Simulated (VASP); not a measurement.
# CdTe (F-43m) in VASP: notebook, part 2 of 3

VASP 6.6.1.

## (3) Single point, r2SCAN+D3(BJ) (volume scaled by 1.02)

POSCAR

```
CdTe
1.0
    0.0000000000      3.2850213675      3.2850213675
    3.2850213675      0.0000000000      3.2850213675
    3.2850213675      3.2850213675      0.0000000000
Cd Te
1 1
Direct
    0.0000000000      0.0000000000      0.0000000000
    0.2500000000      0.2500000000      0.2500000000
```

INCAR.step1

```
PREC = Accurate ; ENCUT = 520
ISMEAR = 0 ; SIGMA = 0.05
LREAL = False ; LASPH = True
NELM = 80 ; NBANDS = 16
GGA = PE ; ALGO = Normal
EDIFF = 1E-4 ; LWAVE = True
LCHARG = False
```

INCAR.step2

```
PREC = Accurate ; ENCUT = 520
EDIFF = 1E-7 ; ISMEAR = 0
SIGMA = 0.05 ; LREAL = False
LASPH = True ; NELM = 80
ALGO = Normal ; ISIF = 2
LWAVE = False ; LCHARG = False
METAGGA = R2SCAN ; LMIXTAU = True
IVDW = 12 ; VDW_S6 = 1.0
VDW_S8 = 0.78981345 ; VDW_A1 = 0.49484001
VDW_A2 = 5.73083694 ; NBANDS = 16
ISTART = 1
```

KPOINTS

```
regular mesh
0
Gamma
  6 6 6
```

Potentials or basis: VASP PAW PBE potentials, release 64 (Cd, Te).

On the command line:

```console
> cat potpaw_PBE.64/Cd/POTCAR potpaw_PBE.64/Te/POTCAR > POTCAR
> cp INCAR.step1 INCAR
> mpirun -np 1 vasp_std > vasp.out
> cp INCAR.step2 INCAR
> mpirun -np 1 vasp_std > vasp.out
```

OUTCAR:

```text
PREC = Accurate
   ENCUT = 520
   EDIFF = 1E-7
   ISMEAR = 0
   LREAL = False
   LASPH = True
   NELM = 80
   ISIF = 2
   METAGGA = R2SCAN
   IVDW = 12
   ISTART = 1
 IVDW          = 12

 ion  position               nearest neighbor table
   1  0.000  0.000  0.000-   2 2.84   2 2.84   2 2.84   2 2.84
   2  0.250  0.250  0.250-   1 2.84   1 2.84   1 2.84   1 2.84

  LATTYP: Found a face centered cubic cell.
 ALAT       =     6.5700427350

  Lattice vectors:

 A1 = (   0.0000000000,   3.2850213675,   3.2850213675)
 A2 = (   3.2850213675,   0.0000000000,   3.2850213675)
 A3 = (   3.2850213675,   3.2850213675,   0.0000000000)

Analysis of symmetry for initial positions (statically):
=====================================================================
 Subroutine PRICEL returns:
 Original cell was already a primitive cell.

 Routine SETGRP: Setting up the symmetry group for a
 face centered cubic supercell.

 Subroutine GETGRP returns: Found 24 space group operations
 (whereof 24 operations were pure point group operations)
 out of a pool of 48 trial point group operations.

The static configuration has the point symmetry T_d .

Analysis of symmetry for dynamics (positions and initial velocities):
=====================================================================
 Subroutine PRICEL returns:
 Original cell was already a primitive cell.

 Routine SETGRP: Setting up the symmetry group for a
 face centered cubic supercell.

 Subroutine GETGRP returns: Found 24 space group operations
 (whereof 24 operations were pure point group operations)
 out of a pool of 48 trial point group operations.

The dynamic configuration has the point symmetry T_d .

 Subroutine INISYM returns: Found 24 space group operations
 (whereof 24 operations are pure point group operations),
 and found     1 'primitive' translations

----------------------------------------------------------------------------------------

                                     Primitive cell

  volume of cell :      70.8997

  direct lattice vectors                    reciprocal lattice vectors
     0.000000000  3.285021368  3.285021368    -0.152206011  0.152206011  0.152206011
     3.285021368  0.000000000  3.285021368     0.152206011 -0.152206011  0.152206011
     3.285021368  3.285021368  0.000000000     0.152206011  0.152206011 -0.152206011

  length of vectors
     4.645721771  4.645721771  4.645721771     0.263628545  0.263628545  0.263628545

  position of ions in fractional coordinates (direct lattice)
     0.000000000  0.000000000  0.000000000
     0.250000000  0.250000000  0.250000000

  ion indices of the primitive-cell ions
   primitive index   ion index
                 1           1
                 2           2

----------------------------------------------------------------------------------------

 KPOINTS: regular mesh

Automatic generation of k-mesh.
 Grid dimensions read from file:
 generate k-points for:    6    6    6

 Generating k-lattice:

  Cartesian coordinates                     Fractional coordinates (reciprocal lattice)
    -0.025367669  0.025367669  0.025367669     0.166666667  0.000000000  0.000000000
     0.025367669 -0.025367669  0.025367669     0.000000000  0.166666667  0.000000000
     0.025367669  0.025367669 -0.025367669     0.000000000  0.000000000  0.166666667

  Length of vectors
     0.043938091  0.043938091  0.043938091

  Shift w.r.t. Gamma in fractional coordinates (k-lattice)
     0.000000000  0.000000000  0.000000000

 Subroutine IBZKPT returns following result:
 ===========================================

 Found     16 irreducible k-points:

 Following reciprocal coordinates:
            Coordinates               Weight
  0.000000  0.000000  0.000000      1.000000
  0.166667  0.000000  0.000000      8.000000
  0.333333  0.000000  0.000000      8.000000
  0.500000  0.000000  0.000000      4.000000
  0.166667  0.166667  0.000000      6.000000
  0.333333  0.166667  0.000000     24.000000
[... 8 lines left out ...]
 -0.333333  0.333333  0.166667     24.000000
 -0.333333  0.500000  0.166667     12.000000
   k-points           NKPTS =     16   k-points in BZ     NKDIM =     16   number of bands    NBANDS=     16
   number of dos      NEDOS =    301   number of ions     NIONS =      2
   total plane-waves  NPLWV =  46656
   dimension x,y,z NGX =    36 NGY =   36 NGZ =   36
   dimension x,y,z NGXF=    72 NGYF=   72 NGZF=   72
   ions per type =               1   1
   NGX,Y,Z   is equivalent  to a cutoff of  12.88, 12.88, 12.88 a.u.
   NGXF,Y,Z  is equivalent  to a cutoff of  25.77, 25.77, 25.77 a.u.
 SYSTEM =  unknown system
   PREC   = accura    normal or accurate (medium, high low for compatibility)
   ISTART =      1    job   : 0-new  1-cont  2-samecut
   ICHARG =      0    charge: 1-file 2-atom 10-const
   ISPIN  =      1    spin polarized calculation?
   LNONCOLLINEAR =      F non collinear calculations
   LSORBIT =      F    spin-orbit coupling
   LASPH  =      T    aspherical Exc in radial PAW
   ENCUT  =  520.0 eV  38.22 Ry    6.18 a.u.   8.64  8.64  8.64*2*pi/ulx,y,z
   NELM   =     80;   NELMIN=  2; NELMDL=  0     # of ELM steps
   EDIFF  = 0.1E-06   stopping-criterion for ELM
   LREAL  =      F    real-space projection
   EDIFFG = 0.1E-05   stopping-criterion for IOM
   NSW    =      0    number of steps for IOM
   IBRION =     -1    ionic relax: 0-MD 1-quasi-New 2-CG
   NFREE  =      0    steps in history (QN), initial steepest desc. (CG)
   ISIF   =      2    stress and relaxation
   ISYM   =      2    0-nonsym 1-usesym 2-fastsym
   POTIM  = 0.5000    time-step for ionic-motion
   TEBEG  =    0.0;   TEEND  =   0.0 temperature during run
   PSTRESS=    0.0 pullay stress
   NELECT =      18.0000    total number of electrons
   NUPDOWN=      -1.0000    fix difference up-down
   EMIN   =  10.00;   EMAX   =-10.00  energy-range for DOS
   EFERMI =   0.00;   METHOD = LEGACY
   ISMEAR =     0;   SIGMA  =   0.05  broadening in eV -4-tet -1-fermi 0-gaus
   EFERMI_NEDOS =   21; number of points for ismear=-14 and -15
   IALGO  =     38    algorithm
   IMIX   =      4    mixing-type and parameters
     AMIX     =   0.40;   BMIX     =  1.00
     AMIX_MAG =   1.60;   BMIX_MAG =  1.00
  volume/ion in A,a.u.               =      35.45       239.23
  Fermi-wavevector in a.u.,A,eV,Ry     =   1.036615  1.958918 14.620420  1.074571
  Thomas-Fermi vector in A             =   2.171014
   LORBIT       =      0    0 simple, 1 ext, 2 COOP (PROOUT), +10 PAW based schemes
   METAGGA = R2SCAN    functional components
   LHFCALC =     F    Hartree Fock is set to
   AEXX    =    0.0000 exact exchange contribution
   IVDW    =    12    specifies the selected vdW correction
   LEPSILON=     F    determine dielectric tensor
   LRPA    =     F    only Hartree local field effects (RPA)
 non-spin polarized calculation
 Gauss-broadening in eV      SIGMA  =   0.05
  energy-cutoff  :      520.00
  volume of cell :       70.90
 maximum number of plane-waves:      1932
 NGX is ok and might be reduce to    36
   NGX = 17   NGY = 17   NGZ = 17

 number of electron      18.0000006 magnetization

 Free energy of the ion-electron system (eV)
  ---------------------------------------------------
  ext. energy  EPLUGINS =         0.00000000
  ---------------------------------------------------
  free energy    TOTEN  =       -46.64135536 eV

  energy without entropy =      -46.64135536  energy(sigma->0) =      -46.64135536

 E-fermi :   1.9858     XC(G=0):  -8.9141

 val. band max:        1.7371934914   @ k =   0.0000   0.0000   0.0000
 cond. band min:       2.8752006095   @ k =   0.0000   0.0000   0.0000
 fundamental gap:      1.1380071182
 Fermi energy:         1.9858244657

 k-point     1 :       0.0000    0.0000    0.0000
  band No.  band energies     occupation
      1      -9.5545      2.00000
      2      -6.6958      2.00000
      3      -6.6957      2.00000
      4      -6.6957      2.00000
      5      -6.4428      2.00000
      6      -6.4428      2.00000
[... 8 lines left out ...]
     15      11.4950      0.00000
     16      11.4950      0.00000
[... 267 lines left out ...]
 k-point    16 :      -0.3333    0.5000    0.1667
  band No.  band energies     occupation
      1      -9.0733      2.00000
      2      -6.5703      2.00000
      3      -6.5676      2.00000
      4      -6.4866      2.00000
      5      -6.4300      2.00000
      6      -5.9085      2.00000
[... 8 lines left out ...]
     15      13.2042      0.00000
     16      13.6072      0.00000

------------------------ aborting loop because EDIFF is reached ----------------------------------------

 Edisp (eV)   -0.32003

 E8    (eV) :    -0.1151

  FORCE on cell =-STRESS in cart. coord.  units (eV):
  Direction    XX          YY          ZZ          XY          YZ          ZX
  --------------------------------------------------------------------------------------
  -------------------------------------------------------------------------------------
  Total      -0.37711    -0.37711    -0.37711     0.00000     0.00000     0.00000
  in kB      -8.52178    -8.52178    -8.52178     0.00000     0.00000     0.00000
  external pressure =       -8.52 kB  Pullay stress =        0.00 kB

 VOLUME and BASIS-vectors are now :
 -----------------------------------------------------------------------------
  energy-cutoff  :      520.00
  volume of cell :       70.90
      direct lattice vectors                 reciprocal lattice vectors
     0.000000000  3.285021368  3.285021368    -0.152206011  0.152206011  0.152206011
     3.285021368  0.000000000  3.285021368     0.152206011 -0.152206011  0.152206011
     3.285021368  3.285021368  0.000000000     0.152206011  0.152206011 -0.152206011

 POSITION                                       TOTAL-FORCE (eV/Angst)
 -----------------------------------------------------------------------------------
      0.00000      0.00000      0.00000        -0.000000     -0.000000     -0.000000
      1.64251      1.64251      1.64251         0.000000      0.000000      0.000000
 -----------------------------------------------------------------------------------
    total drift:                               -0.000001     -0.000001     -0.000001

  FREE ENERGIE OF THE ION-ELECTRON SYSTEM (eV)
  ---------------------------------------------------
  free  energy   TOTEN  =       -46.9613816345 eV

  energy  without entropy=      -46.9613816345  energy(sigma->0) =      -46.96138163
```

It took 72 s on 1 thread of Intel Xeon 6975P-C, shared host; peak memory 0.23 GiB.

Results:

* Free energy: -46.9614 eV
* Pressure: -0.9 GPa
* Band gap on the k mesh: 1.14 eV, direct
* Dispersion energy per atom: -0.160 eV

Caveat: three body term missing; the PAW data sets were made with another functional, which shifts forces and pressure a little; spin-orbit coupling is left out, which moves the levels of the heavy elements.

## (4) Single point, r2SCAN+D3(BJ) (volume scaled by 1.04)

POSCAR

```
CdTe
1.0
    0.0000000000      3.3063532728      3.3063532728
    3.3063532728      0.0000000000      3.3063532728
    3.3063532728      3.3063532728      0.0000000000
Cd Te
1 1
Direct
    0.0000000000      0.0000000000      0.0000000000
    0.2500000000      0.2500000000      0.2500000000
```

INCAR.step1

```
SYSTEM = CdTe
  PREC = Accurate
  ENCUT = 520
  ISMEAR = 0
  SIGMA = 0.05
  LREAL = .False.
  LASPH = .True.
  NELM = 80
  NBANDS = 16
  GGA = PE
  ALGO = Normal
  EDIFF = 1E-4
  LWAVE = .True.
  LCHARG = .False.
```

INCAR.step2

```
SYSTEM = CdTe
  PREC = Accurate
  ENCUT = 520
  EDIFF = 1E-6
  ISMEAR = 0
  SIGMA = 0.05
  LREAL = .False.
  LASPH = .True.
  NELM = 80
  ALGO = Normal
  ISIF = 2
  LWAVE = .False.
  LCHARG = .False.
  METAGGA = R2SCAN
  LMIXTAU = .True.
  IVDW = 12
  VDW_S6 = 1.0
  VDW_S8 = 0.78981345
  VDW_A1 = 0.49484001
  VDW_A2 = 5.73083694
  NBANDS = 16
  ISTART = 1
```

KPOINTS

```
Automatic mesh
0
Gamma
  6 6 6
  0 0 0
```

Potentials or basis: VASP PAW PBE potentials, release 64 (Cd, Te).

On the command line:

```console
> cat potpaw_PBE.64/Cd/POTCAR potpaw_PBE.64/Te/POTCAR > POTCAR
> cp INCAR.step1 INCAR
> mpirun -np 1 vasp_std > vasp.out
> cp INCAR.step2 INCAR
> mpirun -np 1 vasp_std > vasp.out
```

OUTCAR:

```text
SYSTEM = CdTe
   PREC = Accurate
   ENCUT = 520
   EDIFF = 1E-6
   ISMEAR = 0
   LREAL = .False.
   LASPH = .True.
   NELM = 80
   ISIF = 2
   METAGGA = R2SCAN
   IVDW = 12
   ISTART = 1
 IVDW          = 12

 ion  position               nearest neighbor table
   1  0.000  0.000  0.000-   2 2.86   2 2.86   2 2.86   2 2.86
   2  0.250  0.250  0.250-   1 2.86   1 2.86   1 2.86   1 2.86

  LATTYP: Found a face centered cubic cell.
 ALAT       =     6.6127065456

  Lattice vectors:

 A1 = (   0.0000000000,   3.3063532728,   3.3063532728)
 A2 = (   3.3063532728,   0.0000000000,   3.3063532728)
 A3 = (   3.3063532728,   3.3063532728,   0.0000000000)

Analysis of symmetry for initial positions (statically):
=====================================================================
 Subroutine PRICEL returns:
 Original cell was already a primitive cell.

 Routine SETGRP: Setting up the symmetry group for a
 face centered cubic supercell.

 Subroutine GETGRP returns: Found 24 space group operations
 (whereof 24 operations were pure point group operations)
 out of a pool of 48 trial point group operations.

[... 152 lines left out ...]

 E-fermi :   1.8354     XC(G=0):  -8.8255

 val. band max:        1.5703008006   @ k =   0.0000   0.0000   0.0000
 cond. band min:       2.6463794727   @ k =   0.0000   0.0000   0.0000
 fundamental gap:      1.0760786721
 Fermi energy:         1.8354376193

 k-point     1 :       0.0000    0.0000    0.0000
  band No.  band energies     occupation
      1      -9.6158      2.00000
      2      -6.8066      2.00000
      3      -6.8066      2.00000
      4      -6.8066      2.00000
      5      -6.5677      2.00000
      6      -6.5677      2.00000
[... 281 lines left out ...]
      3      -6.6851      2.00000
      4      -6.6085      2.00000
      5      -6.5554      2.00000
      6      -6.0587      2.00000
[... 8 lines left out ...]
     15      12.9551      0.00000
     16      13.3620      0.00000

------------------------ aborting loop because EDIFF is reached ----------------------------------------

 Edisp (eV)   -0.31375

 E8    (eV) :    -0.1129

  FORCE on cell =-STRESS in cart. coord.  units (eV):
  Direction    XX          YY          ZZ          XY          YZ          ZX
  --------------------------------------------------------------------------------------
  -------------------------------------------------------------------------------------
  Total      -0.69954    -0.69954    -0.69954     0.00000     0.00000     0.00000
  in kB     -15.50405   -15.50405   -15.50405     0.00000     0.00000     0.00000
  external pressure =      -15.50 kB  Pullay stress =        0.00 kB

 VOLUME and BASIS-vectors are now :
 -----------------------------------------------------------------------------
  energy-cutoff  :      520.00
  volume of cell :       72.29
      direct lattice vectors                 reciprocal lattice vectors
     0.000000000  3.306353273  3.306353273    -0.151224010  0.151224010  0.151224010
     3.306353273  0.000000000  3.306353273     0.151224010 -0.151224010  0.151224010
     3.306353273  3.306353273  0.000000000     0.151224010  0.151224010 -0.151224010

 POSITION                                       TOTAL-FORCE (eV/Angst)
 -----------------------------------------------------------------------------------
      0.00000      0.00000      0.00000         0.000000      0.000000     -0.000000
      1.65318      1.65318      1.65318        -0.000000     -0.000000      0.000000
 -----------------------------------------------------------------------------------
    total drift:                               -0.000001     -0.000001     -0.000001

  FREE ENERGIE OF THE ION-ELECTRON SYSTEM (eV)
  ---------------------------------------------------
  free  energy   TOTEN  =       -46.9508773283 eV

  energy  without entropy=      -46.9508773283  energy(sigma->0) =      -46.95087733
```

OUTCAR.step1:

```text
SYSTEM = CdTe
   PREC = Accurate
   ENCUT = 520
   ISMEAR = 0
   LREAL = .False.
   LASPH = .True.
[... 514 lines left out ...]
      0.00000      0.00000      0.00000        -0.000000     -0.000000     -0.000000
      1.65318      1.65318      1.65318         0.000000      0.000000      0.000000
 -----------------------------------------------------------------------------------
    total drift:                               -0.000000     -0.000000     -0.000000

  FREE ENERGIE OF THE ION-ELECTRON SYSTEM (eV)
  ---------------------------------------------------
  free  energy   TOTEN  =        -4.8068176073 eV

  energy  without entropy=       -4.8068176073  energy(sigma->0) =       -4.80681761
```

It took 58 s on 1 thread of Intel Xeon 6975P-C, shared host; peak memory 0.22 GiB.

Results:

```yaml
Free_energy: -46.9509 eV
Pressure: -1.6 GPa
Band_gap_on_the_k_mesh: 1.08 eV, direct
Dispersion_energy_per_atom: -0.157 eV
```

Levels at points of the mesh, in eV from the valence-band top:
```csv
k point,band 5,band 6,band 7,band 8,band 9,band 10,band 11,band 12,band 13,band 14
"(0.00, 0.00, 0.00)",-8.14,-8.14,0.00,0.00,0.00,1.08,5.07,5.07,5.07,7.82
"(0.50, 0.00, 0.00)",-8.13,-7.81,-4.15,-0.70,-0.70,2.16,5.61,5.61,7.34,8.99
"(0.50, 0.50, 0.00)",-8.11,-7.68,-4.06,-1.71,-1.71,2.98,3.00,9.11,9.50,9.50
```

Caveat: three body term missing; the PAW data sets were made with another functional, which shifts forces and pressure a little; spin-orbit coupling is left out, which moves the levels of the heavy elements.

(Part 2 of 3 ends here.)
